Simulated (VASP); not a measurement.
# Y (P6_3/mmc) in VASP: further runs

The runs below take Y through single point, relaxation of cell and atoms, with PBEsol.

Program: VASP 6.6.1. These are calculated values, not measurements. Logs are shortened: lines on timing, memory, paths and dates and some standing lists are left out, and cuts for length are marked.

## 1. The cell of the first run

Symmetry: P6_3/mmc, No. 194, hexagonal system. Conventional cell: a = 3.599 Å, b = 3.599 Å, c = 5.581 Å, α = 90.00°, β = 90.00°, γ = 120.00°. Y (site symmetry -6m2) has 12 Y at 3.48 to 3.60 Å within 4.6 Å.

## 2. Single point, PBEsol

INCAR

```
ALGO = Fast
EDIFF = 1E-6
ENCUT = 520
GGA = PS
ISIF = 2
ISMEAR = 0
LASPH = True
LCHARG = True
LELF = True
LREAL = False
LVHAR = True
LWAVE = False
NBANDS = 18
NELM = 80
PREC = Accurate
SIGMA = 0.1
```

KPOINTS

```
k-points
0
Gamma
  15 15 8
```

POSCAR

```
Y
1.0
    3.5993106798      0.0000000000      0.0000000000
   -1.7996553399      3.1170944848      0.0000000000
    0.0000000000      0.0000000000      5.5814469655
Y
2
Direct
    0.3333333333      0.6666666667      0.2500000000
    0.6666666667      0.3333333333      0.7500000000
```

Potentials or basis: VASP PAW PBE potentials, release 64 (Y_sv).

Started as:

```console
cat potpaw_PBE.64/Y_sv/POTCAR > POTCAR
mpirun -np 1 vasp_std > vasp.out
```

OUTCAR:

```text
EDIFF = 1E-6
   ENCUT = 520
   GGA = PS
   ISIF = 2
   ISMEAR = 0
   LASPH = True
   LREAL = False
   NELM = 80
   PREC = Accurate

 ion  position               nearest neighbor table
   1  0.333  0.667  0.250-   2 3.48   2 3.48   2 3.48   2 3.48   2 3.48   2 3.48
   2  0.667  0.333  0.750-   1 3.48   1 3.48   1 3.48   1 3.48   1 3.48   1 3.48

  LATTYP: Found a hexagonal cell.
 ALAT       =     3.5993106798
 C/A-ratio  =     1.5506988593

  Lattice vectors:

 A1 = (   3.5993106798,   0.0000000000,   0.0000000000)
 A2 = (  -1.7996553399,   3.1170944848,   0.0000000000)
 A3 = (   0.0000000000,   0.0000000000,   5.5814469655)

Analysis of symmetry for initial positions (statically):
=====================================================================
 Subroutine PRICEL returns:
 Original cell was already a primitive cell.

 Routine SETGRP: Setting up the symmetry group for a
 hexagonal supercell.

 Subroutine GETGRP returns: Found 24 space group operations
 (whereof 12 operations were pure point group operations)
 out of a pool of 24 trial point group operations.

The static configuration has the point symmetry D_3d.
 The point group associated with its full space group is D_6h.

Analysis of symmetry for dynamics (positions and initial velocities):
=====================================================================
 Subroutine PRICEL returns:
 Original cell was already a primitive cell.

 Routine SETGRP: Setting up the symmetry group for a
 hexagonal supercell.

 Subroutine GETGRP returns: Found 24 space group operations
 (whereof 12 operations were pure point group operations)
 out of a pool of 24 trial point group operations.

The dynamic configuration has the point symmetry D_3d.
 The point group associated with its full space group is D_6h.

 Subroutine INISYM returns: Found 24 space group operations
 (whereof 12 operations are pure point group operations),
 and found     1 'primitive' translations

----------------------------------------------------------------------------------------

                                     Primitive cell

  volume of cell :      62.6204

  direct lattice vectors                    reciprocal lattice vectors
     3.599310680  0.000000000  0.000000000     0.277830976  0.160405789  0.000000000
    -1.799655340  3.117094485  0.000000000     0.000000000  0.320811578  0.000000000
     0.000000000  0.000000000  5.581446965     0.000000000  0.000000000  0.179165010

  length of vectors
     3.599310680  3.599310680  5.581446965     0.320811578  0.320811578  0.179165010

  position of ions in fractional coordinates (direct lattice)
     0.333333333  0.666666667  0.250000000
     0.666666667  0.333333333  0.750000000

  ion indices of the primitive-cell ions
   primitive index   ion index
                 1           1
                 2           2

----------------------------------------------------------------------------------------

 KPOINTS: k-points

Automatic generation of k-mesh.
 Grid dimensions read from file:
 generate k-points for:   15   15    8

 Generating k-lattice:

  Cartesian coordinates                     Fractional coordinates (reciprocal lattice)
     0.018522065  0.010693719  0.000000000     0.066666667  0.000000000  0.000000000
     0.000000000  0.021387439  0.000000000     0.000000000  0.066666667  0.000000000
     0.000000000  0.000000000  0.022395626     0.000000000  0.000000000  0.125000000

  Length of vectors
     0.021387439  0.021387439  0.022395626

  Shift w.r.t. Gamma in fractional coordinates (k-lattice)
     0.000000000  0.000000000  0.000000000

 Subroutine IBZKPT returns following result:
 ===========================================

 Found    135 irreducible k-points:

 Following reciprocal coordinates:
            Coordinates               Weight
  0.000000  0.000000  0.000000      1.000000
  0.066667 -0.000000  0.000000      6.000000
  0.133333  0.000000  0.000000      6.000000
  0.200000  0.000000  0.000000      6.000000
  0.266667  0.000000  0.000000      6.000000
  0.333333 -0.000000  0.000000      6.000000
[... 16 lines left out ...]
  0.333333  0.200000  0.000000     12.000000
  0.400000  0.200000  0.000000      6.000000
 [... further k-points ...]
   k-points           NKPTS =    135   k-points in BZ     NKDIM =    135   number of bands    NBANDS=     18
   number of dos      NEDOS =    301   number of ions     NIONS =      2
   total plane-waves  NPLWV =  32928
   dimension x,y,z NGX =    28 NGY =   28 NGZ =   42
   dimension x,y,z NGXF=    56 NGYF=   56 NGZF=   84
   ions per type =               2
   NGX,Y,Z   is equivalent  to a cutoff of  12.93, 12.93, 12.51 a.u.
   NGXF,Y,Z  is equivalent  to a cutoff of  25.87, 25.87, 25.02 a.u.
 SYSTEM =  unknown system
   PREC   = accura    normal or accurate (medium, high low for compatibility)
   ISTART =      0    job   : 0-new  1-cont  2-samecut
   ICHARG =      2    charge: 1-file 2-atom 10-const
   ISPIN  =      1    spin polarized calculation?
   LNONCOLLINEAR =      F non collinear calculations
   LSORBIT =      F    spin-orbit coupling
   LASPH  =      T    aspherical Exc in radial PAW
   ENCUT  =  520.0 eV  38.22 Ry    6.18 a.u.   6.69  6.69 10.38*2*pi/ulx,y,z
   NELM   =     80;   NELMIN=  2; NELMDL= -5     # of ELM steps
   EDIFF  = 0.1E-05   stopping-criterion for ELM
   LREAL  =      F    real-space projection
   EDIFFG = 0.1E-04   stopping-criterion for IOM
   NSW    =      0    number of steps for IOM
   IBRION =     -1    ionic relax: 0-MD 1-quasi-New 2-CG
   NFREE  =      0    steps in history (QN), initial steepest desc. (CG)
   ISIF   =      2    stress and relaxation
   ISYM   =      2    0-nonsym 1-usesym 2-fastsym
   POTIM  = 0.5000    time-step for ionic-motion
   TEBEG  =    0.0;   TEEND  =   0.0 temperature during run
   PSTRESS=    0.0 pullay stress
   NELECT =      22.0000    total number of electrons
   NUPDOWN=      -1.0000    fix difference up-down
   EMIN   =  10.00;   EMAX   =-10.00  energy-range for DOS
   EFERMI =   0.00;   METHOD = LEGACY
   ISMEAR =     0;   SIGMA  =   0.10  broadening in eV -4-tet -1-fermi 0-gaus
   EFERMI_NEDOS =   21; number of points for ismear=-14 and -15
   IALGO  =     68    algorithm
   IMIX   =      4    mixing-type and parameters
     AMIX     =   0.40;   BMIX     =  1.00
     AMIX_MAG =   1.60;   BMIX_MAG =  1.00
  volume/ion in A,a.u.               =      31.31       211.29
  Fermi-wavevector in a.u.,A,eV,Ry     =   1.155164  2.182944 18.155670  1.334404
  Thomas-Fermi vector in A             =   2.291795
   LORBIT       =      0    0 simple, 1 ext, 2 COOP (PROOUT), +10 PAW based schemes
   GGA     = PS    functional components
   LHFCALC =     F    Hartree Fock is set to
   AEXX    =    0.0000 exact exchange contribution
   IVDW    =     0    specifies the selected vdW correction
   LEPSILON=     F    determine dielectric tensor
   LRPA    =     F    only Hartree local field effects (RPA)
 non-spin polarized calculation
 RMM-DIIS sequential band-by-band and
 Gauss-broadening in eV      SIGMA  =   0.10
  energy-cutoff  :      520.00
  volume of cell :       62.62
 maximum number of plane-waves:      1725
 NGX is ok and might be reduce to    28
   NGX = 13   NGY = 13   NGZ = 21

 number of electron      22.0000002 magnetization

 Free energy of the ion-electron system (eV)
  ---------------------------------------------------
  ext. energy  EPLUGINS =         0.00000000
  ---------------------------------------------------
  free energy    TOTEN  =       -13.64920934 eV

  energy without entropy =      -13.63188237  energy(sigma->0) =      -13.64054586

 E-fermi :   3.1111     XC(G=0):  -9.7220

 val. band max:        3.1000476703   @ k =   0.3333   0.2667   0.3750
 cond. band min:       3.1244896741   @ k =   0.3333   0.2667   0.5000
 fundamental gap:      0.0244420038
 Fermi energy:         3.1111463782

 k-point     1 :       0.0000    0.0000    0.0000
  band No.  band energies     occupation
      1     -39.3654      2.00000
      2     -39.2702      2.00000
      3     -19.7351      2.00000
      4     -19.1726      2.00000
      5     -19.1726      2.00000
      6     -19.0616      2.00000
[... 10 lines left out ...]
     17       5.9308      0.00000
     18       5.9308      0.00000

 k-point     2 :       0.0667   -0.0000    0.0000
  band No.  band energies     occupation
      1     -39.3627      2.00000
      2     -39.2693      2.00000
      3     -19.7257      2.00000
      4     -19.1911      2.00000
      5     -19.1791      2.00000
      6     -19.0812      2.00000
[... 10 lines left out ...]
     17       5.7968      0.00000
     18       5.8332      0.00000

 k-point     3 :       0.1333    0.0000    0.0000
  band No.  band energies     occupation
      1     -39.3550      2.00000
      2     -39.2670      2.00000
      3     -19.6983      2.00000
      4     -19.2436      2.00000
      5     -19.1970      2.00000
      6     -19.1359      2.00000
[... 10 lines left out ...]
     17       5.8133      0.00000
     18       5.8862      0.00000

 k-point     4 :       0.2000    0.0000    0.0000
  band No.  band energies     occupation
      1     -39.3431      2.00000
      2     -39.2638      2.00000
      3     -19.6553      2.00000
      4     -19.3212      2.00000
      5     -19.2225      2.00000
      6     -19.2140      2.00000
[... 10 lines left out ...]
     17       6.1851      0.00000
     18       6.2966      0.00000

 k-point     5 :       0.2667    0.0000    0.0000
  band No.  band energies     occupation
      1     -39.3289      2.00000
      2     -39.2609      2.00000
      3     -19.6005      2.00000
      4     -19.4107      2.00000
      5     -19.3002      2.00000
      6     -19.2506      2.00000
[... 10 lines left out ...]
     17       6.6431      0.00000
     18       6.8335      0.00000

 k-point     6 :       0.3333   -0.0000    0.0000
  band No.  band energies     occupation
      1     -39.3141      2.00000
      2     -39.2592      2.00000
      3     -19.5397      2.00000
      4     -19.4964      2.00000
      5     -19.3797      2.00000
      6     -19.2767      2.00000
[... 10 lines left out ...]
     17       7.2111      0.00000
     18       7.4468      0.00000

 k-point     7 :       0.4000    0.0000    0.0000
  band No.  band energies     occupation
      1     -39.3011      2.00000
      2     -39.2593      2.00000
      3     -19.5632      2.00000
      4     -19.4815      2.00000
      5     -19.4400      2.00000
      6     -19.2966      2.00000
[... 10 lines left out ...]
     17       7.9176      0.00000
     18       8.0628      0.00000

 k-point     8 :       0.4667    0.0000    0.0000
  band No.  band energies     occupation
      1     -39.2930      2.00000
      2     -39.2604      2.00000
      3     -19.5996      2.00000
      4     -19.4724      2.00000
      5     -19.4412      2.00000
      6     -19.3074      2.00000
[... 10 lines left out ...]
     17       8.6196      0.00000
     18       8.8247      0.00000
[... 229 lines left out ...]
     17       7.9061      0.00000
     18       8.6708      0.00000

 k-point    20 :       0.4000    0.1333    0.0000
  band No.  band energies     occupation
      1     -39.2887      2.00000
      2     -39.2613      2.00000
      3     -19.5796      2.00000
      4     -19.4559      2.00000
      5     -19.4195      2.00000
      6     -19.3425      2.00000
[... 10 lines left out ...]
     17       8.2819      0.00000
     18       8.7725      0.00000

 k-point    21 :       0.2000    0.2000    0.0000
  band No.  band energies     occupation
      1     -39.3103      2.00000
      2     -39.2590      2.00000
      3     -19.5238      2.00000
      4     -19.4477      2.00000
      5     -19.4325      2.00000
      6     -19.2687      2.00000
[... 10 lines left out ...]
     17       7.2544      0.00000
     18       7.9874      0.00000

 k-point    22 :       0.2667    0.2000    0.0000
  band No.  band energies     occupation
      1     -39.2977      2.00000
      2     -39.2595      2.00000
      3     -19.5073      2.00000
      4     -19.4657      2.00000
      5     -19.4489      2.00000
      6     -19.3127      2.00000
[... 10 lines left out ...]
     17       7.7906      0.00000
     18       8.6147      0.00000

 k-point    23 :       0.3333    0.2000    0.0000
  band No.  band energies     occupation
      1     -39.2873      2.00000
      2     -39.2616      2.00000
      3     -19.5477      2.00000
      4     -19.4460      2.00000
      5     -19.4126      2.00000
      6     -19.3577      2.00000
[... 10 lines left out ...]
     17       8.1323      0.00000
     18       8.6375      0.00000

 k-point    24 :       0.4000    0.2000    0.0000
  band No.  band energies     occupation
      1     -39.2827      2.00000
      2     -39.2633      2.00000
      3     -19.5617      2.00000
      4     -19.4375      2.00000
      5     -19.3867      2.00000
      6     -19.3814      2.00000
[... 10 lines left out ...]
     17       8.2937      0.00000
     18       8.6506      0.00000

 [... further k-points ...]

------------------------ aborting loop because EDIFF is reached ----------------------------------------

  FORCE on cell =-STRESS in cart. coord.  units (eV):
  Direction    XX          YY          ZZ          XY          YZ          ZX
  --------------------------------------------------------------------------------------
  -------------------------------------------------------------------------------------
  Total       -0.0505346     -0.0505346     -0.0451234      0.0000000     -0.0000000     -0.0000000
  in kB       -1.2929554     -1.2929554     -1.1545057      0.0000000     -0.0000000     -0.0000000
  external PRESSURE =      -1.2468055 kB  Pullay stress =       0.0000000 kB

 VOLUME and BASIS-vectors are now :
 -----------------------------------------------------------------------------
  energy-cutoff  :      520.00
  volume of cell :       62.62
      direct lattice vectors                 reciprocal lattice vectors
     3.599310680  0.000000000  0.000000000     0.277830976  0.160405789  0.000000000
    -1.799655340  3.117094485  0.000000000     0.000000000  0.320811578  0.000000000
     0.000000000  0.000000000  5.581446965     0.000000000  0.000000000  0.179165010

 POSITION                                       TOTAL-FORCE (eV/Angst)
 -----------------------------------------------------------------------------------
     -0.00000      2.07806      1.39536         0.000000      0.000000      0.000000
      1.79966      1.03903      4.18609        -0.000000      0.000000      0.000000
 -----------------------------------------------------------------------------------
    total drift:                               -0.000000      0.000000     -0.000000

  FREE ENERGIE OF THE ION-ELECTRON SYSTEM (eV)
  ---------------------------------------------------
  free  energy   TOTEN  =       -13.6492093391 eV

  energy  without entropy=      -13.6318823738  energy(sigma->0) =      -13.64054586
```

Run time: 2.1 min. Hardware: 1 thread of Intel Xeon Platinum 8488C (Sapphire Rapids), shared host; peak memory 0.29 GiB.

What came out:

- Free energy: -13.6492 eV
- Pressure: -0.1 GPa
- Band gap on the k mesh: zero (bands 11 and 12 overlap by 1.59 eV)

Caveat: the PAW data sets were made with another functional, which shifts forces and pressure a little.

## 3. Relaxation of cell and atoms, PBEsol

This run uses another cell than the first one, of 32.86 Å³/atom.

INCAR

```
SYSTEM = Y
PREC = Accurate
ENCUT = 600
EDIFF = 1E-7
ISMEAR = 0
SIGMA = 0.1
LREAL = .False.
LASPH = .True.
NELM = 60
ALGO = Fast
ISIF = 3
LWAVE = .False.
LCHARG = .False.
GGA = PS
IBRION = 2
NSW = 70
EDIFFG = -0.005
```

KPOINTS

```
regular mesh
0
Gamma
  15 15 8
  0 0 0
```

POSCAR

```
Y
1.0
    3.6571046552      0.0000000000      0.0000000000
   -1.8285523276      3.1671455357      0.0000000000
    0.0000000000      0.0000000000      5.6740659744
Y
2
Direct
    0.3333333333      0.6666666667      0.2500000000
    0.6666666667      0.3333333333      0.7500000000
```

Potentials or basis: VASP PAW PBE potentials, release 64 (Y_sv).

Started as:

```console
cat potpaw_PBE.64/Y_sv/POTCAR > POTCAR
mpirun -np 1 vasp_std > vasp.out
```

Wall time 8.6 min (1 thread of Intel Xeon Platinum 8488C (Sapphire Rapids), shared host); peak memory 0.35 GiB.

The run converged. Its results:

| Quantity | Value |
| --- | --- |
| Free energy | -13.6497 eV |
| Relaxed volume | 31.21 Å³/atom |
| Relaxed cell | a = 3.595 Å, b = 3.595 Å, c = 5.576 Å, α = 90.00°, β = 90.00°, γ = 120.00° |
| Space group after relaxing (to 0.1 Å) | P6_3/mmc (No. 194) |
| Energy gained by relaxing | 10.8 meV/atom |
| Ionic steps | 3 |
| Pressure after relaxing | 0.0 GPa |
| Band gap on the k mesh | zero (bands 11 and 12 overlap by 1.60 eV) |

The path:
```
step  energy change (eV)  largest force (eV/Å)  pressure (GPa)  volume (Å³)
   1              0.0000                0.0000           -2.03        65.72
   2             -0.0209                0.0000            0.42        61.83
   3             -0.0216                0.0000            0.01        62.42
```

Final structure:
```xyz
2
Lattice="3.5954 0.0000 0.0000 -1.7977 3.1137 0.0000 0.0000 0.0000 5.5760" Properties=species:S:1:pos:R:3 pbc="T T T"
Y     0.0000    2.0758    1.3940
Y     1.7977    1.0379    4.1820
```

Levels at points of the mesh, in eV from the Fermi level:
| k point | band 8 | band 9 | band 10 | band 11 | band 12 | band 13 | band 14 | band 15 |
| --- | --- | --- | --- | --- | --- | --- | --- | --- |
| (0.00, 0.00, 0.00) | -22.11 | -4.77 | -1.93 | 1.15 | 1.77 | 1.77 | 2.19 | 2.44 |
| (0.00, 0.00, 0.50) | -22.22 | -3.25 | -3.25 | 1.02 | 1.02 | 1.67 | 1.67 | 1.67 |

Caveat: the PAW data sets were made with another functional, which shifts forces and pressure a little.
